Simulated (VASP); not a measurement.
A run of VASP 6.6.1 is set up as follows.

Contents of INCAR:

```
SYSTEM = Cu
  PREC = Accurate
  ENCUT = 520
  EDIFF = 1E-6
  ISMEAR = 0
  SIGMA = 0.1
  LREAL = .FALSE.
  LASPH = .TRUE.
  NELM = 100
  ALGO = Fast
  ISIF = 2
  LWAVE = .FALSE.
  LCHARG = .FALSE.
  GGA = PE
  NBANDS = 12
```

Contents of KPOINTS:

```
regular mesh
0
G
  26 26 26
  0 0 0
```

POSCAR

```
Cu
1.0
    0.0000000000      1.8149163862      1.8149163862
    1.8149163862      0.0000000000      1.8149163862
    1.8149163862      1.8149163862      0.0000000000
Cu
1
Direct
    0.5000000000      0.5000000000      0.5000000000
```

Potentials or basis: VASP PAW PBE potentials, release 64 (Cu).

Run with:

```bash
$ cat potpaw_PBE.64/Cu/POTCAR > POTCAR
$ mpirun -np 1 vasp_std > vasp.out
```

Problem. Predict the pressure.

Solution. 0.5 GPa.
